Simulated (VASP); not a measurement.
# AgCl (Fm-3m) in VASP: further runs

AgCl is run at these levels: LDA; tasks: electric field gradients.

All numbers are computed with VASP 6.6.1; they aren't measurements. Logs are shortened: lines on timing, memory, paths and dates and some standing lists are left out, and cuts for length are marked.

**1. The cell of the first run**

It takes space group Fm-3m (No. 225, cubic). The conventional cell has a = 5.528 Å, b = 5.528 Å, c = 5.528 Å, α = 90.00°, β = 90.00°, γ = 90.00°. Within 3.6 Å of Ag (site symmetry m-3m) lie 6 Cl at 2.76 Å. Cl (site symmetry m-3m) has 6 Ag at 2.76 Å within 3.6 Å.

**2. Electric field gradients, LDA (volume scaled by 0.99)**

File INCAR:

```
PREC     = Accurate       # precision mode
ENCUT    = 520            # plane-wave cutoff, eV
EDIFF    = 1E-8           # SCF threshold, eV
ISMEAR   = -1             # smearing method
SIGMA    = 0.02           # smearing width, eV
LREAL    = False          # projectors in reciprocal space
LASPH    = True           # aspherical terms in the spheres
NELM     = 80             # most SCF steps
ALGO     = Normal         # electronic algorithm
ISIF     = 2              # what is computed and relaxed
LWAVE    = False          # write WAVECAR
LCHARG   = False          # write CHGCAR
GGA      = CA             # functional
LEFG     = True         
NBANDS   = 16             # bands
```

File KPOINTS:

```
Automatic mesh
0
Gamma
  8 8 8
```

File POSCAR:

```
AgCl
1.0
    0.0000000000      2.7638751816      2.7638751816
    2.7638751816      0.0000000000      2.7638751816
    2.7638751816      2.7638751816      0.0000000000
Ag Cl
1 1
Direct
    0.5000000000      0.5000000000      0.5000000000
    0.0000000000      0.0000000000      0.0000000000
```

Potentials or basis: VASP PAW LDA potentials, release 64 (Ag, Cl).

On the command line:

```sh
$ cat potpaw_LDA.64/Ag/POTCAR potpaw_LDA.64/Cl/POTCAR > POTCAR
$ mpirun -np 1 vasp_std > vasp.out
```

OUTCAR:

```text
PREC = Accurate
   ENCUT = 520
   EDIFF = 1E-8
   ISMEAR = -1
   LREAL = False
   LASPH = True
   NELM = 80
   ISIF = 2
   GGA = CA

 ion  position               nearest neighbor table
   1  0.500  0.500  0.500-   2 2.76   2 2.76   2 2.76   2 2.76   2 2.76   2 2.76
   2  0.000  0.000  0.000-   1 2.76   1 2.76   1 2.76   1 2.76   1 2.76   1 2.76

  LATTYP: Found a face centered cubic cell.
 ALAT       =     5.5277503632

  Lattice vectors:

 A1 = (   0.0000000000,   2.7638751816,   2.7638751816)
 A2 = (   2.7638751816,   0.0000000000,   2.7638751816)
 A3 = (   2.7638751816,   2.7638751816,   0.0000000000)

Analysis of symmetry for initial positions (statically):
[... 33 lines left out ...]
                                     Primitive cell

  volume of cell :      42.2265

  direct lattice vectors                    reciprocal lattice vectors
     0.000000000  2.763875182  2.763875182    -0.180905420  0.180905420  0.180905420
     2.763875182  0.000000000  2.763875182     0.180905420 -0.180905420  0.180905420
     2.763875182  2.763875182  0.000000000     0.180905420  0.180905420 -0.180905420

  length of vectors
     3.908709767  3.908709767  3.908709767     0.313337378  0.313337378  0.313337378

  position of ions in fractional coordinates (direct lattice)
     0.500000000  0.500000000  0.500000000
     0.000000000  0.000000000  0.000000000

  ion indices of the primitive-cell ions
   primitive index   ion index
                 1           1
                 2           2

----------------------------------------------------------------------------------------

 KPOINTS: Automatic mesh

Automatic generation of k-mesh.
 Grid dimensions read from file:
 generate k-points for:    8    8    8

 Generating k-lattice:

  Cartesian coordinates                     Fractional coordinates (reciprocal lattice)
    -0.022613177  0.022613177  0.022613177     0.125000000  0.000000000  0.000000000
     0.022613177 -0.022613177  0.022613177     0.000000000  0.125000000  0.000000000
     0.022613177  0.022613177 -0.022613177     0.000000000  0.000000000  0.125000000

  Length of vectors
     0.039167172  0.039167172  0.039167172

  Shift w.r.t. Gamma in fractional coordinates (k-lattice)
[... 85 lines left out ...]
  volume of cell :       42.23
 maximum number of plane-waves:      1158
 NGX is ok and might be reduce to    30
   NGX = 15   NGY = 15   NGZ = 15

 number of electron      18.0000005 magnetization

 Free energy of the ion-electron system (eV)
  ---------------------------------------------------
  ext. energy  EPLUGINS =         0.00000000
  ---------------------------------------------------
  free energy    TOTEN  =        -6.72619104 eV

  energy without entropy =       -6.72619104  energy(sigma->0) =       -6.72619104

 E-fermi :   4.0522     XC(G=0): -10.4904

 val. band max:        3.7074500057   @ k =   0.5000   0.0000   0.0000
 cond. band min:       4.3483324616   @ k =   0.0000   0.0000   0.0000
 fundamental gap:      0.6408824560
 Fermi energy:         4.0522122418

 k-point     1 :       0.0000    0.0000    0.0000
  band No.  band energies     occupation
      1     -11.4072      2.00000
      2       1.1447      2.00000
      3       1.1447      2.00000
      4       1.1447      2.00000
      5       1.1837      2.00000
      6       1.1837      2.00000
[... 433 lines left out ...]
      3      -0.4987      2.00000
      4      -0.4460      2.00000
      5       1.4642      2.00000
      6       1.5360      2.00000
[... 8 lines left out ...]
     15      17.0858      0.00000
     16      18.5994      0.00000

 [... further k-points ...]

------------------------ aborting loop because EDIFF is reached ----------------------------------------

  FORCE on cell =-STRESS in cart. coord.  units (eV):
  Direction    XX          YY          ZZ          XY          YZ          ZX
  --------------------------------------------------------------------------------------
  -------------------------------------------------------------------------------------
  Total       -1.3668221     -1.3668221     -1.3668221      0.0000000      0.0000000     -0.0000000
  in kB      -51.8605735    -51.8605735    -51.8605735      0.0000000      0.0000000     -0.0000000
  external PRESSURE =     -51.8605735 kB  Pullay stress =       0.0000000 kB

 VOLUME and BASIS-vectors are now :
 -----------------------------------------------------------------------------
  energy-cutoff  :      520.00
  volume of cell :       42.23
      direct lattice vectors                 reciprocal lattice vectors
     0.000000000  2.763875182  2.763875182    -0.180905420  0.180905420  0.180905420
     2.763875182  0.000000000  2.763875182     0.180905420 -0.180905420  0.180905420
     2.763875182  2.763875182  0.000000000     0.180905420  0.180905420 -0.180905420

 POSITION                                       TOTAL-FORCE (eV/Angst)
 -----------------------------------------------------------------------------------
      2.76388      2.76388      2.76388         0.000000      0.000000      0.000000
      0.00000      0.00000      0.00000        -0.000000     -0.000000     -0.000000
 -----------------------------------------------------------------------------------
    total drift:                                0.000000      0.000000      0.000000

  FREE ENERGIE OF THE ION-ELECTRON SYSTEM (eV)
  ---------------------------------------------------
  free  energy   TOTEN  =        -6.7261910382 eV

  energy  without entropy=       -6.7261910372  energy(sigma->0) =       -6.72619104

 Electric field gradients (V/A^2)
---------------------------------------------------------------------
 ion       V_xx      V_yy      V_zz      V_xy      V_xz      V_yz
---------------------------------------------------------------------
   1       0.000    -0.000     0.000    -0.001    -0.001    -0.001
   2       0.000     0.000    -0.000     0.001     0.001     0.001
---------------------------------------------------------------------

 Electric field gradients after diagonalization (V/A^2)
 (convention: |V_zz| > |V_xx| > |V_yy|)
----------------------------------------------------------------------
 ion       V_xx      V_yy      V_zz     asymmetry (V_yy - V_xx)/ V_zz
----------------------------------------------------------------------
   1       0.001     0.001    -0.001       0.000
   2      -0.001    -0.001     0.002       0.000
----------------------------------------------------------------------

           NMR quadrupolar parameters

 Cq : quadrupolar parameter    Cq=e*Q*V_zz/h
 eta: asymmetry parameters     (V_yy - V_xx)/ V_zz
 Q  : nuclear electric quadrupole moment in mb (millibarn)
----------------------------------------------------------------------
 ion       Cq(MHz)       eta       Q (mb)
----------------------------------------------------------------------
   1      -0.000       0.000       1.000
   2       0.000       0.000       1.000
----------------------------------------------------------------------
```

stdout:

```text
POSCAR found type information on POSCAR AgCl
 POSCAR found :  2 types and       2 ions
 scaLAPACK will be used
 LDA part: xc-table for (Slater(with rela. corr.)+CA(PZ))
 , standard interpolation
 POSCAR, INCAR and KPOINTS ok, starting setup
 FFT: planning ... GRIDC
 FFT: planning ... GRID_SOFT
 FFT: planning ... GRID
 WAVECAR not read
 entering main loop
ion   1

ion   2
```

Run time: 33 s. Hardware: 1 thread of Intel Xeon 8259CL, shared host; peak memory 0.16 GiB.

What came out:

| Item | Value |
| --- | --- |
| Free energy | -6.7262 eV |
| Pressure | -5.2 GPa |
| Band gap on the k mesh | 0.64 eV, indirect (least direct gap 2.99 eV) |

Caveat: without QUAD_EFG the Cq values of the log hold for a quadrupole moment of 1 mb, not for the nuclei. A k mesh can miss the band edges.

**3. Electric field gradients, LDA (volume scaled by 0.99)**

File INCAR:

```
SYSTEM = AgCl
PREC     = Accurate       ! precision mode
ENCUT    = 520            ! plane-wave cutoff, eV
EDIFF    = 1E-8           ! SCF threshold, eV
ISMEAR   = -1             ! smearing method
SIGMA    = 0.02           ! smearing width, eV
LREAL    = .False.        ! projectors in reciprocal space
LASPH    = .True.         ! aspherical terms in the spheres
NELM     = 100            ! most SCF steps
ALGO     = Normal         ! electronic algorithm
ISIF     = 2              ! what is computed and relaxed
LWAVE    = .False.        ! write WAVECAR
LCHARG   = .False.        ! write CHGCAR
LEFG     = .True.       
NBANDS   = 16             ! bands
```

File KPOINTS:

```
regular mesh
0
Gamma
  8 8 8
  0 0 0
```

POSCAR is that of step 2.

Potentials or basis: VASP PAW LDA potentials, release 64 (Ag, Cl).

On the command line:

```sh
$ cat potpaw_LDA.64/Ag/POTCAR potpaw_LDA.64/Cl/POTCAR > POTCAR
$ mpirun -np 1 vasp_std > vasp.out
```

OUTCAR:

```text
SYSTEM = AgCl
   PREC = Accurate
   ENCUT = 520
   EDIFF = 1E-8
   ISMEAR = -1
   LREAL = .False.
   LASPH = .True.
   NELM = 100
   ISIF = 2

 ion  position               nearest neighbor table
   1  0.500  0.500  0.500-   2 2.76   2 2.76   2 2.76   2 2.76   2 2.76   2 2.76
   2  0.000  0.000  0.000-   1 2.76   1 2.76   1 2.76   1 2.76   1 2.76   1 2.76

  LATTYP: Found a face centered cubic cell.
 ALAT       =     5.5277503632

  Lattice vectors:

 A1 = (   0.0000000000,   2.7638751816,   2.7638751816)
 A2 = (   2.7638751816,   0.0000000000,   2.7638751816)
 A3 = (   2.7638751816,   2.7638751816,   0.0000000000)

Analysis of symmetry for initial positions (statically):
[... 33 lines left out ...]
                                     Primitive cell

  volume of cell :      42.2265

  direct lattice vectors                    reciprocal lattice vectors
     0.000000000  2.763875182  2.763875182    -0.180905420  0.180905420  0.180905420
     2.763875182  0.000000000  2.763875182     0.180905420 -0.180905420  0.180905420
     2.763875182  2.763875182  0.000000000     0.180905420  0.180905420 -0.180905420
[... 612 lines left out ...]
     0.000000000  2.763875182  2.763875182    -0.180905420  0.180905420  0.180905420
     2.763875182  0.000000000  2.763875182     0.180905420 -0.180905420  0.180905420
     2.763875182  2.763875182  0.000000000     0.180905420  0.180905420 -0.180905420

 POSITION                                       TOTAL-FORCE (eV/Angst)
 -----------------------------------------------------------------------------------
      2.76388      2.76388      2.76388         0.000000      0.000000      0.000000
      0.00000      0.00000      0.00000        -0.000000     -0.000000     -0.000000
 -----------------------------------------------------------------------------------
    total drift:                                0.000000      0.000000      0.000000

  FREE ENERGIE OF THE ION-ELECTRON SYSTEM (eV)
  ---------------------------------------------------
  free  energy   TOTEN  =        -6.7261910382 eV

  energy  without entropy=       -6.7261910372  energy(sigma->0) =       -6.72619104

 Electric field gradients (V/A^2)
---------------------------------------------------------------------
 ion       V_xx      V_yy      V_zz      V_xy      V_xz      V_yz
---------------------------------------------------------------------
   1       0.000    -0.000     0.000    -0.001    -0.001    -0.001
   2       0.000     0.000    -0.000     0.001     0.001     0.001
---------------------------------------------------------------------

 Electric field gradients after diagonalization (V/A^2)
 (convention: |V_zz| > |V_xx| > |V_yy|)
----------------------------------------------------------------------
 ion       V_xx      V_yy      V_zz     asymmetry (V_yy - V_xx)/ V_zz
----------------------------------------------------------------------
   1       0.001     0.001    -0.001       0.000
   2      -0.001    -0.001     0.002       0.000
----------------------------------------------------------------------

           NMR quadrupolar parameters

 Cq : quadrupolar parameter    Cq=e*Q*V_zz/h
 eta: asymmetry parameters     (V_yy - V_xx)/ V_zz
 Q  : nuclear electric quadrupole moment in mb (millibarn)
----------------------------------------------------------------------
 ion       Cq(MHz)       eta       Q (mb)
----------------------------------------------------------------------
   1      -0.000       0.000       1.000
   2       0.000       0.000       1.000
----------------------------------------------------------------------
```

OSZICAR:

```text
N       E                     dE             d eps       ncg     rms          rms(c)
DAV:   1     0.889662219353E+02    0.88966E+02   -0.85370E+03   936   0.101E+03
DAV:   2    -0.395017829477E+01   -0.92916E+02   -0.85145E+02  1152   0.214E+02
DAV:   3    -0.687366321311E+01   -0.29235E+01   -0.29151E+01  1176   0.387E+01
DAV:   4    -0.688821430566E+01   -0.14551E-01   -0.14550E-01  1152   0.310E+00
DAV:   5    -0.688837013977E+01   -0.15583E-03   -0.15583E-03  1160   0.324E-01    0.653E+00
DAV:   6    -0.673547994163E+01    0.15289E+00   -0.24156E-01  1200   0.665E+00    0.432E+00
DAV:   7    -0.672897239225E+01    0.65075E-02   -0.61975E-02  1128   0.166E+00    0.195E+00
DAV:   8    -0.672628178042E+01    0.26906E-02   -0.41255E-03  1048   0.581E-01    0.250E-01
DAV:   9    -0.672618234735E+01    0.99433E-04   -0.25973E-04  1224   0.233E-01    0.420E-02
DAV:  10    -0.672619101918E+01   -0.86718E-05   -0.25495E-05  1088   0.437E-02    0.125E-02
DAV:  11    -0.672619105122E+01   -0.32046E-07   -0.29106E-07  1224   0.403E-03    0.180E-03
DAV:  12    -0.672619104101E+01    0.10212E-07   -0.12285E-07  1120   0.250E-03    0.727E-04
DAV:  13    -0.672619103822E+01    0.27926E-08   -0.10232E-08   808   0.106E-03
   1 F= -.67261910E+01 E0= -.67261910E+01  d E =-.101178E-08
```

stdout:

```text
POSCAR found type information on POSCAR AgCl
 POSCAR found :  2 types and       2 ions
 scaLAPACK will be used
 LDA part: xc-table for (Slater(with rela. corr.)+CA(PZ))
 , standard interpolation
 POSCAR, INCAR and KPOINTS ok, starting setup
 FFT: planning ... GRIDC
 FFT: planning ... GRID_SOFT
 FFT: planning ... GRID
 WAVECAR not read
 entering main loop
ion   1

ion   2
```

Run time: 34 s. Hardware: 1 thread of Intel Xeon 8259CL, shared host; peak memory 0.16 GiB.

Results:

| Item | Value |
| --- | --- |
| Free energy | -6.7262 eV |
| Pressure | -5.2 GPa |
| Band gap on the k mesh | 0.64 eV, indirect (least direct gap 2.99 eV) |

Caveat: without QUAD_EFG the Cq values of the log hold for a quadrupole moment of 1 mb, not for the nuclei. A k mesh can miss the band edges.
